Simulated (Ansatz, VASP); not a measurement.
# One calculation of Li16H15, two programs

INCAR

```
ALGO = Normal
EDIFF = 1E-7
EDIFFG = -0.025
ENCUT = 520
GGA = PE
IBRION = 2
ISIF = 2
ISMEAR = 0
ISPIN = 2
LASPH = True
LCHARG = False
LORBIT = 11
LREAL = Auto
LWAVE = False
MAGMOM = 0.5 0 0.5 0 0 0 0.5 0 0.5 0 0 0.5 0 0 0 0.5 0 0 0 0 0 0 0 0 0 0 0 0 0 0 0
NELM = 150
NSW = 65
PREC = Accurate
SIGMA = 0.01
```

The input KPOINTS:

```
k-points
0
Gamma
  1 1 1
```

The input POSCAR:

```
Li16H15
1.0
   -4.0071000518      4.0071000518     -4.0071000518
    4.0071000518     -4.0071000518     -4.0071000518
   -4.0071000518     -4.0071000518      4.0071000518
Li H
16 15
Direct
    0.0034840209      0.2500000000      0.7534840209
    0.7500000000      0.2500000000      1.0000000000
    0.4965159791      0.2500000000      0.2465159791
    0.2500000000      0.0000000000      0.7500000000
    0.2500000000      0.2500000000      0.5000000000
    1.0000000000      1.0000000000      1.0000000000
    0.7500000000     -0.0034840209      0.2465159791
    0.5000000000      0.7500000000      0.7500000000
    0.4965159791     -0.0034840209      0.5000000000
    0.2500000000      0.7500000000      1.0000000000
    0.0000000000      0.7500000000      0.2500000000
    0.7500000000      0.5034840209      0.7534840209
    0.7500000000      0.7500000000      0.5000000000
    0.5000000000      0.5000000000      1.0000000000
    0.2500000000      0.5000000000      0.2500000000
    0.0034840209      0.5034840209      0.5000000000
    0.4998360125      0.2500000000      0.7501639875
    0.2500000000      0.2500000000      0.0000000000
    0.0001639875     -0.0001639875      0.5000000000
    0.0001639875      0.2500000000      0.2498360125
    0.7500000000     -0.0001639875      0.7501639875
    0.4998360125     -0.0001639875     -0.0003279750
    0.2500000000      0.7500000000      0.5000000000
    0.2496720250     -0.0001639875      0.2498360125
    0.0001639875      0.7503279750      0.7501639875
    0.7500000000      0.7500000000      0.0000000000
    0.4998360125      0.5001639875      0.5000000000
    0.4998360125      0.7496720250      0.2498360125
    0.2503279750      0.5001639875      0.7501639875
    0.0001639875      0.5001639875      0.0003279750
    0.7500000000      0.5001639875      0.2498360125
```

Input for Ansatz:

```yaml
crystal:
  lattice:
    - [-4.0071000518, 4.0071000518, -4.0071000518]
    - [4.0071000518, -4.0071000518, -4.0071000518]
    - [-4.0071000518, -4.0071000518, 4.0071000518]
  atoms:
    - { symbol: Li, position: [0.0034840209, 0.25, 0.7534840209], spin: 0.5 }
    - { symbol: Li, position: [0.75, 0.25, 1.0] }
    - { symbol: Li, position: [0.4965159791, 0.25, 0.2465159791], spin: 0.5 }
    - { symbol: Li, position: [0.25, 0.0, 0.75] }
    - { symbol: Li, position: [0.25, 0.25, 0.5] }
    - { symbol: Li, position: [1.0, 1.0, 1.0] }
    - { symbol: Li, position: [0.75, -0.0034840209, 0.2465159791], spin: 0.5 }
    - { symbol: Li, position: [0.5, 0.75, 0.75] }
    - { symbol: Li, position: [0.4965159791, -0.0034840209, 0.5], spin: 0.5 }
    - { symbol: Li, position: [0.25, 0.75, 1.0] }
    - { symbol: Li, position: [0.0, 0.75, 0.25] }
    - { symbol: Li, position: [0.75, 0.5034840209, 0.7534840209], spin: 0.5 }
    - { symbol: Li, position: [0.75, 0.75, 0.5] }
    - { symbol: Li, position: [0.5, 0.5, 1.0] }
    - { symbol: Li, position: [0.25, 0.5, 0.25] }
    - { symbol: Li, position: [0.0034840209, 0.5034840209, 0.5], spin: 0.5 }
    - { symbol: H, position: [0.4998360125, 0.25, 0.7501639875] }
    - { symbol: H, position: [0.25, 0.25, 0.0] }
    - { symbol: H, position: [0.0001639875, -0.0001639875, 0.5] }
    - { symbol: H, position: [0.0001639875, 0.25, 0.2498360125] }
    - { symbol: H, position: [0.75, -0.0001639875, 0.7501639875] }
    - { symbol: H, position: [0.4998360125, -0.0001639875, -0.000327975] }
    - { symbol: H, position: [0.25, 0.75, 0.5] }
    - { symbol: H, position: [0.249672025, -0.0001639875, 0.2498360125] }
    - { symbol: H, position: [0.0001639875, 0.750327975, 0.7501639875] }
    - { symbol: H, position: [0.75, 0.75, 0.0] }
    - { symbol: H, position: [0.4998360125, 0.5001639875, 0.5] }
    - { symbol: H, position: [0.4998360125, 0.749672025, 0.2498360125] }
    - { symbol: H, position: [0.250327975, 0.5001639875, 0.7501639875] }
    - { symbol: H, position: [0.0001639875, 0.5001639875, 0.000327975] }
    - { symbol: H, position: [0.75, 0.5001639875, 0.2498360125] }
  host:
    lattice:
      - [0.0, 2.0035500259, 2.0035500259]
      - [2.0035500259, 0.0, 2.0035500259]
      - [2.0035500259, 2.0035500259, 0.0]
    atoms:
      - { symbol: Li, position: [0.0, 0.0, 0.0] }
      - { symbol: H, position: [0.5, 0.5, 0.5] }
basis:
  ecutwfc: 420
  xc_grid: 2
kpoints:
  mp_grid: { grid: [1, 1, 1], shift: [0.0, 0.0, 0.0] }
hamiltonian:
  xc: pbe
scf:
  occupations: { method: gaussian, width: 0.01 }
output:
  forces: true
  stress: false
  eigenvalues: true
  populations: true
  charged_corrections:
    defect_position: [0.75, 0.25, 0.5]
    epsilon: [[14.9362, 0.0, 0.0], [0.0, 14.9362, 0.0], [0.0, 0.0, 14.9362]]
magnetization:
  spin_polarized: true
relax:
  adjacent_minimum: "off"
  f_tol: 0.025
  max_steps: 45
```

Change from the starting cell: H vacancy (site b), charge +0, atoms relaxed at the host's cell, started again with a moment of 3 muB.

Alike in both runs: task relaxation of the atoms; functional PBE; k mesh 1 × 1 × 1; occupations gaussian, width 0.01 eV; collinear spin.

|  | VASP | Ansatz |
| --- | --- | --- |
| version | VASP 6.6.1 | Ansatz 0.2.0 |
| potentials or method | VASP PAW PBE potentials, release 64 (Li_sv, H), cutoff 520 eV | scalar-relativistic, plane waves, PAW |
| valence electrons in the cell | 63 | 63 |

VASP gave:

- gap on the k mesh at the Fermi level, each at its own relaxed structure (eV): 0.76
- net moment per atom (μB): 0.03
- size of the moment on the site where the two differ most (μB): 0.02

Q: Which values does Ansatz return?

A: gap on the k mesh at the Fermi level, each at its own relaxed structure (eV): 0.77; net moment per atom (μB): 0.03; size of the moment on the site where the two differ most (μB): 0.03.

Site moments also hang on the region over which each program counts them.

Noted on VASP's run: the cutoff is short for stress, so the pressure is rough; the relaxation stopped at its first step, so nothing moved.
